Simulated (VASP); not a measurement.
# TaN (Fm-3m) in VASP: single point with PBE

Aim: the single point of TaN with PBE.

All numbers are computed with VASP 6.6.1; they aren't measurements. Logs are shortened: lines on timing, memory, paths and dates and some standing lists are left out, and cuts for length are marked.

## (1) The cell of the first run

It takes space group Fm-3m (No. 225, cubic). The conventional cell has a = 4.358 Å, b = 4.358 Å, c = 4.358 Å, α = 90.00°, β = 90.00°, γ = 90.00°. Within 2.9 Å of Ta (site symmetry m-3m) lie 6 N at 2.18 Å. N (site symmetry m-3m) has 6 Ta at 2.18 Å within 2.9 Å.

## (2) Single point, PBE

File INCAR:

```
SYSTEM = TaN
  ALGO = Normal
  EDIFF = 1E-6
  ENCUT = 600
  GGA = PE
  GGA_COMPAT = .FALSE.
  ISIF = 2
  ISMEAR = -1
  LASPH = .TRUE.
  LCHARG = .TRUE.
  LELF = .TRUE.
  LREAL = .FALSE.
  LVHAR = .TRUE.
  LWAVE = .FALSE.
  NBANDS = 78
  NELM = 120
  PREC = Accurate
  SIGMA = 0.15
```

File KPOINTS:

```
k-points
0
G
  3 3 3
  0 0 0
```

File POSCAR:

```
TaN
1.0
    0.0000000000      4.3580000000      4.3580000000
    4.3580000000      0.0000000000      4.3580000000
    4.3580000000      4.3580000000      0.0000000000
Ta N
8 8
Direct
    0.2500000000      0.2500000000      0.2500000000
    0.2500000000      0.2500000000      0.7500000000
    0.2500000000      0.7500000000      0.2500000000
    0.2500000000      0.7500000000      0.7500000000
    0.7500000000      0.2500000000      0.2500000000
    0.7500000000      0.2500000000      0.7500000000
    0.7500000000      0.7500000000      0.2500000000
    0.7500000000      0.7500000000      0.7500000000
    0.0000000000      0.0000000000      0.0000000000
    0.0000000000      0.0000000000      0.5000000000
    0.0000000000      0.5000000000      0.0000000000
    0.0000000000      0.5000000000      0.5000000000
    0.5000000000      0.0000000000      0.0000000000
    0.5000000000      0.0000000000      0.5000000000
    0.5000000000      0.5000000000      0.0000000000
    0.5000000000      0.5000000000      0.5000000000
```

Potentials or basis: VASP PAW PBE potentials, release 64 (Ta_pv, N).

Command:

```
$ cat potpaw_PBE.64/Ta_pv/POTCAR potpaw_PBE.64/N/POTCAR > POTCAR
$ mpirun -np 1 vasp_std > vasp.out
```

OUTCAR:

```text
SYSTEM = TaN
   EDIFF = 1E-6
   ENCUT = 600
   GGA = PE
   ISIF = 2
   ISMEAR = -1
   LASPH = .TRUE.
   LREAL = .FALSE.
   NELM = 120
   PREC = Accurate

 ion  position               nearest neighbor table
   1  0.250  0.250  0.250-  10 2.18  11 2.18  12 2.18  13 2.18  14 2.18  15 2.18   2 3.08   3 3.08
                             5 3.08   2 3.08   4 3.08   6 3.08   3 3.08   4 3.08   7 3.08   5 3.08
   2  0.250  0.250  0.750-   9 2.18  11 2.18  12 2.18  13 2.18  14 2.18  16 2.18   1 3.08   4 3.08
                             6 3.08   1 3.08   3 3.08   5 3.08   3 3.08   4 3.08   8 3.08   5 3.08
   3  0.250  0.750  0.250-   9 2.18  10 2.18  12 2.18  13 2.18  15 2.18  16 2.18   1 3.08   4 3.08
                             7 3.08   2 3.08   4 3.08   8 3.08   1 3.08   2 3.08   5 3.08   5 3.08
   4  0.250  0.750  0.750-   9 2.18  10 2.18  11 2.18  14 2.18  15 2.18  16 2.18   2 3.08   3 3.08
                             8 3.08   1 3.08   3 3.08   7 3.08   1 3.08   2 3.08   6 3.08   6 3.08
   5  0.750  0.250  0.250-   9 2.18  10 2.18  11 2.18  14 2.18  15 2.18  16 2.18   1 3.08   6 3.08
                             7 3.08   2 3.08   6 3.08   8 3.08   3 3.08   7 3.08   8 3.08   1 3.08
   6  0.750  0.250  0.750-   9 2.18  10 2.18  12 2.18  13 2.18  15 2.18  16 2.18   2 3.08   5 3.08
                             8 3.08   1 3.08   5 3.08   7 3.08   4 3.08   7 3.08   8 3.08   1 3.08
   7  0.750  0.750  0.250-   9 2.18  11 2.18  12 2.18  13 2.18  14 2.18  16 2.18   3 3.08   5 3.08
                             8 3.08   4 3.08   6 3.08   8 3.08   1 3.08   5 3.08   6 3.08   1 3.08
   8  0.750  0.750  0.750-  10 2.18  11 2.18  12 2.18  13 2.18  14 2.18  15 2.18   4 3.08   6 3.08
                             7 3.08   3 3.08   5 3.08   7 3.08   2 3.08   5 3.08   6 3.08   2 3.08
   9  0.000  0.000  0.000-   2 2.18   3 2.18   4 2.18   5 2.18   6 2.18   7 2.18
  10  0.000  0.000  0.500-   1 2.18   3 2.18   4 2.18   5 2.18   6 2.18   8 2.18
  11  0.000  0.500  0.000-   1 2.18   2 2.18   4 2.18   5 2.18   7 2.18   8 2.18
  12  0.000  0.500  0.500-   1 2.18   2 2.18   3 2.18   6 2.18   7 2.18   8 2.18
  13  0.500  0.000  0.000-   1 2.18   2 2.18   3 2.18   6 2.18   7 2.18   8 2.18
  14  0.500  0.000  0.500-   1 2.18   2 2.18   4 2.18   5 2.18   7 2.18   8 2.18
  15  0.500  0.500  0.000-   1 2.18   3 2.18   4 2.18   5 2.18   6 2.18   8 2.18
  16  0.500  0.500  0.500-   2 2.18   3 2.18   4 2.18   5 2.18   6 2.18   7 2.18

  LATTYP: Found a face centered cubic cell.
 ALAT       =     8.7160000000

  Lattice vectors:

 A1 = (   0.0000000000,   4.3580000000,   4.3580000000)
 A2 = (   4.3580000000,   0.0000000000,   4.3580000000)
 A3 = (   4.3580000000,   4.3580000000,   0.0000000000)

Analysis of symmetry for initial positions (statically):
=====================================================================
 Subroutine PRICEL returns following result:

  LATTYP: Found a face centered cubic cell.
 ALAT       =     4.3580000000

  Lattice vectors:

 A1 = (   0.0000000000,   2.1790000000,   2.1790000000)
 A2 = (   2.1790000000,   0.0000000000,   2.1790000000)
 A3 = (   2.1790000000,   2.1790000000,   0.0000000000)

   8 primitive cells build up your supercell.

 Routine SETGRP: Setting up the symmetry group for a
 face centered cubic supercell.

 Subroutine GETGRP returns: Found 48 space group operations
 (whereof 48 operations were pure point group operations)
 out of a pool of 48 trial point group operations.

The static configuration has the point symmetry O_h .

Analysis of symmetry for dynamics (positions and initial velocities):
=====================================================================
 Subroutine PRICEL returns following result:

  LATTYP: Found a face centered cubic cell.
 ALAT       =     4.3580000000

  Lattice vectors:

 A1 = (   0.0000000000,   2.1790000000,   2.1790000000)
 A2 = (   2.1790000000,   0.0000000000,   2.1790000000)
 A3 = (   2.1790000000,   2.1790000000,   0.0000000000)

   8 primitive cells build up your supercell.

 Routine SETGRP: Setting up the symmetry group for a
 face centered cubic supercell.

 Subroutine GETGRP returns: Found 48 space group operations
 (whereof 48 operations were pure point group operations)
 out of a pool of 48 trial point group operations.

The dynamic configuration has the point symmetry O_h .

 Subroutine INISYM returns: Found 48 space group operations
 (whereof 48 operations are pure point group operations),
 and found     8 'primitive' translations

----------------------------------------------------------------------------------------

                                     Primitive cell

  volume of cell :      20.6920

  direct lattice vectors                    reciprocal lattice vectors
     0.000000000  2.179000000  2.179000000    -0.229463056  0.229463056  0.229463056
     2.179000000  0.000000000  2.179000000     0.229463056 -0.229463056  0.229463056
     2.179000000  2.179000000  0.000000000     0.229463056  0.229463056 -0.229463056

  length of vectors
     3.081571352  3.081571352  3.081571352     0.397441672  0.397441672  0.397441672

  position of ions in fractional coordinates (direct lattice)
     0.500000000  0.500000000  0.500000000
     0.000000000  0.000000000  0.000000000

  ion indices of the primitive-cell ions
   primitive index   ion index
                 1           1
                 2           9

----------------------------------------------------------------------------------------

 KPOINTS: k-points

Automatic generation of k-mesh.
 Grid dimensions read from file:
 generate k-points for:    3    3    3

 Generating k-lattice:

  Cartesian coordinates                     Fractional coordinates (reciprocal lattice)
    -0.038243843  0.038243843  0.038243843     0.333333333  0.000000000  0.000000000
     0.038243843 -0.038243843  0.038243843     0.000000000  0.333333333  0.000000000
     0.038243843  0.038243843 -0.038243843     0.000000000  0.000000000  0.333333333

  Length of vectors
     0.066240279  0.066240279  0.066240279

  Shift w.r.t. Gamma in fractional coordinates (k-lattice)
     0.000000000  0.000000000  0.000000000

 Subroutine IBZKPT returns following result:
 ===========================================

 Found      4 irreducible k-points:

 Following reciprocal coordinates:
            Coordinates               Weight
  0.000000  0.000000  0.000000      1.000000
  0.333333  0.000000  0.000000      8.000000
  0.333333  0.333333  0.000000      6.000000
 -0.333333  0.333333  0.000000     12.000000
   k-points           NKPTS =      4   k-points in BZ     NKDIM =      4   number of bands    NBANDS=     78
   number of dos      NEDOS =    301   number of ions     NIONS =     16
   total plane-waves  NPLWV = 125000
   dimension x,y,z NGX =    50 NGY =   50 NGZ =   50
   dimension x,y,z NGXF=   100 NGYF=  100 NGZF=  100
   ions per type =               8   8
   NGX,Y,Z   is equivalent  to a cutoff of  13.49, 13.49, 13.49 a.u.
   NGXF,Y,Z  is equivalent  to a cutoff of  26.97, 26.97, 26.97 a.u.
 SYSTEM =  TaN
   PREC   = accura    normal or accurate (medium, high low for compatibility)
   ISTART =      0    job   : 0-new  1-cont  2-samecut
   ICHARG =      2    charge: 1-file 2-atom 10-const
   ISPIN  =      1    spin polarized calculation?
   LNONCOLLINEAR =      F non collinear calculations
   LSORBIT =      F    spin-orbit coupling
   LASPH  =      T    aspherical Exc in radial PAW
   ENCUT  =  600.0 eV  44.10 Ry    6.64 a.u.  12.31 12.31 12.31*2*pi/ulx,y,z
   NELM   =    120;   NELMIN=  2; NELMDL= -5     # of ELM steps
   EDIFF  = 0.1E-05   stopping-criterion for ELM
   LREAL  =      F    real-space projection
   EDIFFG = 0.1E-04   stopping-criterion for IOM
   NSW    =      0    number of steps for IOM
   IBRION =     -1    ionic relax: 0-MD 1-quasi-New 2-CG
   NFREE  =      0    steps in history (QN), initial steepest desc. (CG)
   ISIF   =      2    stress and relaxation
   ISYM   =      2    0-nonsym 1-usesym 2-fastsym
   POTIM  = 0.5000    time-step for ionic-motion
   TEBEG  =    0.0;   TEEND  =   0.0 temperature during run
   PSTRESS=    0.0 pullay stress
   NELECT =     128.0000    total number of electrons
   NUPDOWN=      -1.0000    fix difference up-down
   EMIN   =  10.00;   EMAX   =-10.00  energy-range for DOS
   EFERMI =   0.00;   METHOD = LEGACY
   ISMEAR =    -1;   SIGMA  =   0.15  broadening in eV -4-tet -1-fermi 0-gaus
   EFERMI_NEDOS =   21; number of points for ismear=-14 and -15
   IALGO  =     38    algorithm
   IMIX   =      4    mixing-type and parameters
     AMIX     =   0.40;   BMIX     =  1.00
     AMIX_MAG =   1.60;   BMIX_MAG =  1.00
  volume/ion in A,a.u.               =      10.35        69.82
  Fermi-wavevector in a.u.,A,eV,Ry     =   1.502615  2.839530 30.719922  2.257851
  Thomas-Fermi vector in A             =   2.613832
   LORBIT       =      0    0 simple, 1 ext, 2 COOP (PROOUT), +10 PAW based schemes
   GGA     = PE    functional components
   LHFCALC =     F    Hartree Fock is set to
   AEXX    =    0.0000 exact exchange contribution
   IVDW    =     0    specifies the selected vdW correction
   LEPSILON=     F    determine dielectric tensor
   LRPA    =     F    only Hartree local field effects (RPA)
 non-spin polarized calculation
  energy-cutoff  :      600.00
  volume of cell :      165.54
 maximum number of plane-waves:      5577
 NGX is ok and might be reduce to    50
   NGX = 25   NGY = 25   NGZ = 25

 number of electron     128.0000020 magnetization

 Free energy of the ion-electron system (eV)
  ---------------------------------------------------
  ext. energy  EPLUGINS =         0.00000000
  ---------------------------------------------------
  free energy    TOTEN  =      -174.13385071 eV

  energy without entropy =     -173.52668920  energy(sigma->0) =     -173.83026995

 E-fermi :   9.8634     XC(G=0): -13.5893

 val. band max:        9.7820393162   @ k =  -0.3333   0.3333   0.0000
 cond. band min:       9.9272394064   @ k =   0.0000   0.0000   0.0000
 fundamental gap:      0.1452000901
 Fermi energy:         9.8633521491

 k-point     1 :       0.0000    0.0000    0.0000
  band No.  band energies     occupation
      1     -26.8128      2.00000
      2     -26.8128      2.00000
      3     -26.8128      2.00000
      4     -26.8128      2.00000
      5     -26.6685      2.00000
      6     -26.6685      2.00000
[... 68 lines left out ...]
     75      11.9431      0.00000
     76      11.9432      0.00000

 k-point     2 :       0.3333    0.0000    0.0000
  band No.  band energies     occupation
      1     -26.7060      2.00000
      2     -26.7060      2.00000
      3     -26.7060      2.00000
      4     -26.5989      2.00000
      5     -26.5989      2.00000
      6     -26.5989      2.00000
[... 68 lines left out ...]
     75      12.1901      0.00000
     76      12.1901      0.00000

 k-point     3 :       0.3333    0.3333    0.0000
  band No.  band energies     occupation
      1     -26.6402      2.00000
      2     -26.6402      2.00000
      3     -26.6402      2.00000
      4     -26.6402      2.00000
      5     -26.5501      2.00000
      6     -26.5501      2.00000
[... 68 lines left out ...]
     75      11.6505      0.00001
     76      11.7884      0.00001

 k-point     4 :      -0.3333    0.3333    0.0000
  band No.  band energies     occupation
      1     -26.5719      2.00000
      2     -26.5719      2.00000
      3     -26.5479      2.00000
      4     -26.5479      2.00000
      5     -26.4923      2.00000
      6     -26.4444      2.00000
[... 68 lines left out ...]
     75      11.8287      0.00000
     76      12.0076      0.00000
 [bands above 76 left out]

------------------------ aborting loop because EDIFF is reached ----------------------------------------

  FORCE on cell =-STRESS in cart. coord.  units (eV):
  Direction    XX          YY          ZZ          XY          YZ          ZX
  --------------------------------------------------------------------------------------
  -------------------------------------------------------------------------------------
  Total       16.8163384     16.8163384     16.8163384      0.0000000     -0.0000000      0.0000000
  in kB      162.7609992    162.7609992    162.7609992      0.0000000     -0.0000000      0.0000000
  external PRESSURE =     162.7609992 kB  Pullay stress =       0.0000000 kB

 VOLUME and BASIS-vectors are now :
 -----------------------------------------------------------------------------
  energy-cutoff  :      600.00
  volume of cell :      165.54
      direct lattice vectors                 reciprocal lattice vectors
     0.000000000  4.358000000  4.358000000    -0.114731528  0.114731528  0.114731528
     4.358000000  0.000000000  4.358000000     0.114731528 -0.114731528  0.114731528
     4.358000000  4.358000000  0.000000000     0.114731528  0.114731528 -0.114731528

 POSITION                                       TOTAL-FORCE (eV/Angst)
 -----------------------------------------------------------------------------------
      2.17900      2.17900      2.17900         0.000000      0.000000      0.000000
      4.35800      4.35800      2.17900         0.000000      0.000000      0.000000
      4.35800      2.17900      4.35800        -0.000000     -0.000000     -0.000000
      6.53700      4.35800      4.35800         0.000000     -0.000000      0.000000
      2.17900      4.35800      4.35800         0.000000     -0.000000      0.000000
      4.35800      6.53700      4.35800        -0.000000     -0.000000     -0.000000
[... 8 lines left out ...]
      2.17900      2.17900      4.35800        -0.000000     -0.000000      0.000000
      4.35800      4.35800      4.35800        -0.000000      0.000000     -0.000000
 -----------------------------------------------------------------------------------
    total drift:                               -0.000000     -0.000000     -0.000000

  FREE ENERGIE OF THE ION-ELECTRON SYSTEM (eV)
  ---------------------------------------------------
  free  energy   TOTEN  =      -174.1338507106 eV

  energy  without entropy=     -173.5266891976  energy(sigma->0) =     -173.83026995
```

It took 2.2 min on 1 thread of Intel Xeon Platinum 8375C at 2.90GHz (Ice Lake), shared host; peak memory 0.35 GiB.

Results:

| Quantity | Value |
| --- | --- |
| Free energy | -174.1339 eV |
| Pressure | 16.3 GPa |
| Band gap on the k mesh | zero (bands 64 and 65 overlap by 1.10 eV) |

Levels at points of the mesh, in eV from the Fermi level:
| k point | band 59 | band 60 | band 61 | band 62 | band 63 | band 64 | band 65 | band 66 | band 67 | band 68 |
| --- | --- | --- | --- | --- | --- | --- | --- | --- | --- | --- |
| (0.00, 0.00, 0.00) | -3.90 | -2.19 | -2.19 | -2.19 | 0.06 | 0.06 | 1.76 | 1.98 | 1.98 | 1.98 |

Caveat: the k points lie up to 0.42 Å⁻¹ apart, too coarse for converged energies and pressures of a metal; spin-orbit coupling is left out, which moves the levels of the heavy elements.
